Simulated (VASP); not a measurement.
Input of a VASP 6.6.1 run:

INCAR

```
SYSTEM = Al16HRu16
PREC     = Accurate       ! precision mode
ENCUT    = 520            ! plane-wave cutoff, eV
EDIFF    = 1E-6           ! SCF threshold, eV
ISMEAR   = 1              ! smearing method
SIGMA    = 0.1            ! smearing width, eV
LREAL    = Auto         
LASPH    = .TRUE.         ! aspherical terms in the spheres
NELM     = 60             ! most SCF steps
ALGO     = Normal         ! electronic algorithm
ISIF     = 2              ! what is computed and relaxed
LWAVE    = .FALSE.        ! write WAVECAR
LCHARG   = .FALSE.        ! write CHGCAR
GGA      = PE             ! functional
IBRION   = 2              ! ionic algorithm
NSW      = 90             ! ionic steps
EDIFFG   = -0.02          ! ionic threshold
```

The input KPOINTS:

```
regular mesh
0
G
  1 1 1
  0 0 0
```

POSCAR

```
Al16HRu16
1.0
    0.0000000000      6.0068828200      6.0068828200
    6.0068828200      0.0000000000      6.0068828200
    6.0068828200      6.0068828200      0.0000000000
Al Ru H
16 16 1
Direct
    0.0009685300      0.0010470200     -0.0010534800
    0.2509016700      0.2493084600      0.2493052900
    0.0006998400     -0.0009073400      0.4995249700
    0.2489520900      0.2490374300      0.7509700800
    0.0002188900      0.5003049700     -0.0008531300
    0.2499126800      0.7502983100      0.2496925100
    0.0012833000      0.4996388100      0.5003582700
    0.2491523300      0.7503242400      0.7502121300
    0.4996876500      0.0000911900     -0.0000912700
    0.7496876900      0.2497898400      0.2496681000
    0.4996658600      0.0008560100      0.4996887500
    0.7503543900      0.2487239500      0.7512790600
    0.4993120400      0.5004854000      0.0009003000
    0.7500000000      0.7500000000      0.2500000000
    0.5000000000      0.5000000000      0.5000000000
    0.7495222100      0.7506792300      0.7506938100
    0.1249917200      0.1249949800      0.1248539000
    0.3741075400      0.3740846600      0.3739766200
    0.1251763300      0.1248234800      0.6246322500
    0.3748183700      0.3748829200      0.8754594400
    0.1254593600      0.6248467800      0.1248177500
    0.3750000000      0.8750000000      0.3750000000
    0.1221656000      0.6260247600      0.6259179700
    0.3748430200      0.8751617700      0.8749942900
    0.6239700300      0.1278383300      0.1241107500
    0.8750000000      0.3750000000      0.3750000000
    0.6251551700      0.1245352000      0.6251255800
    0.8746325500      0.3753695700      0.8751785800
    0.6250000000      0.6250000000      0.1250000000
    0.8751267900      0.8751886000      0.3751545100
    0.6250000000      0.6250000000      0.6250000000
    0.8759141800      0.8758875800      0.8721712700
    0.5625000000      0.6875000000      0.3125000000
```

Potentials or basis: VASP PAW PBE potentials, release 64 (Al, Ru_pv, H).

Launch:

```console
$ cat potpaw_PBE.64/Al/POTCAR potpaw_PBE.64/Ru_pv/POTCAR potpaw_PBE.64/H/POTCAR > POTCAR
$ mpirun -np 1 vasp_gam > vasp.out
```

**Question.** Estimate the energy gained by relaxing.

**Answer.** 9.5 meV/atom.

Step by step:
```csv
step,energy change (eV),largest force (eV/Å),pressure (GPa)
1,0.0000,2.1100,-3.42
2,-0.2850,0.4059,-3.59
3,-0.2851,0.3822,-3.60
4,-0.3105,0.0806,-3.57
5,-0.3106,0.0813,-3.57
6,-0.3136,0.0530,-3.57
7,-0.3139,0.0476,-3.57
8,-0.3147,0.0251,-3.57
9,-0.3148,0.0287,-3.57
10,-0.3149,0.0211,-3.58
11,-0.3149,0.0198,-3.58
```

Caveat: the k points lie up to 0.91 Å⁻¹ apart.
